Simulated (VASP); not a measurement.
# AlN (F-43m) in VASP: a series of runs, part 2 of 2

VASP 6.6.1. Earlier steps stand in the parts before.

### 3 Single point, LDA (volume scaled by 1.02)

Contents of INCAR:

```
ALGO = Normal
EDIFF = 1E-6
ENCUT = 520
GGA = CA
ISIF = 2
ISMEAR = -1
LASPH = T
LCHARG = F
LREAL = F
LWAVE = F
NBANDS = 11
NELM = 60
PREC = Accurate
SIGMA = 0.05
```

Contents of KPOINTS:

```
k-points
0
Gamma
  10 10 10
```

Contents of POSCAR:

```
AlN
1.0
    0.0000000000      2.1984575146      2.1984575146
    2.1984575146      0.0000000000      2.1984575146
    2.1984575146      2.1984575146      0.0000000000
Al N
1 1
Direct
    0.0000000000      0.0000000000      0.0000000000
    0.2500000000      0.2500000000      0.2500000000
```

Potentials or basis: VASP PAW LDA potentials, release 64 (Al, N).

Run with:

```sh
> cat potpaw_LDA.64/Al/POTCAR potpaw_LDA.64/N/POTCAR > POTCAR
> mpirun -np 1 vasp_std > vasp.out
```

OUTCAR:

```text
EDIFF = 1E-6
   ENCUT = 520
   GGA = CA
   ISIF = 2
   ISMEAR = -1
   LASPH = T
   LREAL = F
   NELM = 60
   PREC = Accurate

 ion  position               nearest neighbor table
   1  0.000  0.000  0.000-   2 1.90   2 1.90   2 1.90   2 1.90
   2  0.250  0.250  0.250-   1 1.90   1 1.90   1 1.90   1 1.90

  LATTYP: Found a face centered cubic cell.
 ALAT       =     4.3969150292

  Lattice vectors:

 A1 = (   0.0000000000,   2.1984575146,   2.1984575146)
 A2 = (   2.1984575146,   0.0000000000,   2.1984575146)
 A3 = (   2.1984575146,   2.1984575146,   0.0000000000)

Analysis of symmetry for initial positions (statically):
=====================================================================
 Subroutine PRICEL returns:
 Original cell was already a primitive cell.

 Routine SETGRP: Setting up the symmetry group for a
 face centered cubic supercell.

 Subroutine GETGRP returns: Found 24 space group operations
 (whereof 24 operations were pure point group operations)
 out of a pool of 48 trial point group operations.

The static configuration has the point symmetry T_d .

Analysis of symmetry for dynamics (positions and initial velocities):
=====================================================================
 Subroutine PRICEL returns:
 Original cell was already a primitive cell.

 Routine SETGRP: Setting up the symmetry group for a
 face centered cubic supercell.

 Subroutine GETGRP returns: Found 24 space group operations
 (whereof 24 operations were pure point group operations)
 out of a pool of 48 trial point group operations.

The dynamic configuration has the point symmetry T_d .

 Subroutine INISYM returns: Found 24 space group operations
 (whereof 24 operations are pure point group operations),
 and found     1 'primitive' translations

----------------------------------------------------------------------------------------

[... 117 lines left out ...]
   GGA     = CA    functional components
   LHFCALC =     F    Hartree Fock is set to
   AEXX    =    0.0000 exact exchange contribution
   IVDW    =     0    specifies the selected vdW correction
   LEPSILON=     F    determine dielectric tensor
   LRPA    =     F    only Hartree local field effects (RPA)
 non-spin polarized calculation
  energy-cutoff  :      520.00
  volume of cell :       21.25
 maximum number of plane-waves:       588
   NGX = 11   NGY = 11   NGZ = 11

 number of electron       8.0000002 magnetization

 Free energy of the ion-electron system (eV)
  ---------------------------------------------------
  ext. energy  EPLUGINS =         0.00000000
  ---------------------------------------------------
  free energy    TOTEN  =       -16.36024832 eV

  energy without entropy =      -16.36024832  energy(sigma->0) =      -16.36024832

 E-fermi :   6.5701     XC(G=0): -11.1802

 val. band max:        5.5225316827   @ k =   0.0000   0.0000   0.0000
 cond. band min:       8.7365011268   @ k =   0.5000   0.5000   0.0000
 fundamental gap:      3.2139694441
 Fermi energy:         6.5700629806

 k-point     1 :       0.0000    0.0000    0.0000
  band No.  band energies     occupation
      1      -9.1855      2.00000
      2       5.5225      2.00000
      3       5.5225      2.00000
      4       5.5225      2.00000
      5       9.5820      0.00000
      6      17.6643      0.00000
      7      17.6643      0.00000
      8      17.6643      0.00000
      9      22.8908      0.00000
     10      22.8908      0.00000
     11      24.2375      0.00000
[... 309 lines left out ...]
 k-point    24 :       0.4000    0.3000    0.0000
  band No.  band energies     occupation
      1      -7.1708      2.00000
      2       1.3944      2.00000
      3       3.8200      2.00000
      4       4.1196      2.00000
      5      10.3040      0.00000
      6      14.7240      0.00000
      7      17.3884      0.00000
      8      19.6744      0.00000
      9      20.1616      0.00000
     10      26.3899      0.00000
     11      28.5854      0.00000

 [... further k-points ...]

------------------------ aborting loop because EDIFF is reached ----------------------------------------

  FORCE on cell =-STRESS in cart. coord.  units (eV):
  Direction    XX          YY          ZZ          XY          YZ          ZX
  --------------------------------------------------------------------------------------
  -------------------------------------------------------------------------------------
  Total       -0.9053118     -0.9053118     -0.9053118      0.0000000     -0.0000000     -0.0000000
  in kB      -68.2534382    -68.2534382    -68.2534382      0.0000000     -0.0000000     -0.0000000
  external PRESSURE =     -68.2534382 kB  Pullay stress =       0.0000000 kB

 VOLUME and BASIS-vectors are now :
 -----------------------------------------------------------------------------
  energy-cutoff  :      520.00
  volume of cell :       21.25
      direct lattice vectors                 reciprocal lattice vectors
     0.000000000  2.198457515  2.198457515    -0.227432187  0.227432187  0.227432187
     2.198457515  0.000000000  2.198457515     0.227432187 -0.227432187  0.227432187
     2.198457515  2.198457515  0.000000000     0.227432187  0.227432187 -0.227432187

 POSITION                                       TOTAL-FORCE (eV/Angst)
 -----------------------------------------------------------------------------------
      0.00000      0.00000      0.00000        -0.000000     -0.000000      0.000000
      1.09923      1.09923      1.09923         0.000000      0.000000     -0.000000
 -----------------------------------------------------------------------------------
    total drift:                               -0.000000     -0.000000     -0.000000

  FREE ENERGIE OF THE ION-ELECTRON SYSTEM (eV)
  ---------------------------------------------------
  free  energy   TOTEN  =       -16.3602483225 eV

  energy  without entropy=      -16.3602483225  energy(sigma->0) =      -16.36024832
```

Wall time 4.2 s (1 thread of Intel Xeon 6975P-C, shared host); peak memory 0.13 GiB.

Results:

```yaml
Free_energy: -16.3602 eV
Pressure: -6.8 GPa
Band_gap_on_the_k_mesh: 3.21 eV, indirect (least direct gap 4.06 eV)
```

Levels at points of the mesh, in eV from the valence-band top:
| k point | band 1 | band 2 | band 3 | band 4 | band 5 | band 6 | band 7 | band 8 | band 9 |
| --- | --- | --- | --- | --- | --- | --- | --- | --- | --- |
| (0.00, 0.00, 0.00) | -14.71 | 0.00 | 0.00 | 0.00 | 4.06 | 12.14 | 12.14 | 12.14 | 17.37 |
| (0.50, 0.00, 0.00) | -12.65 | -5.83 | -0.48 | -0.48 | 7.09 | 9.63 | 10.84 | 10.84 | 17.48 |
| (0.50, 0.50, 0.00) | -12.01 | -4.90 | -1.77 | -1.77 | 3.21 | 8.29 | 13.49 | 15.25 | 15.25 |

 A k mesh can miss the band edges.
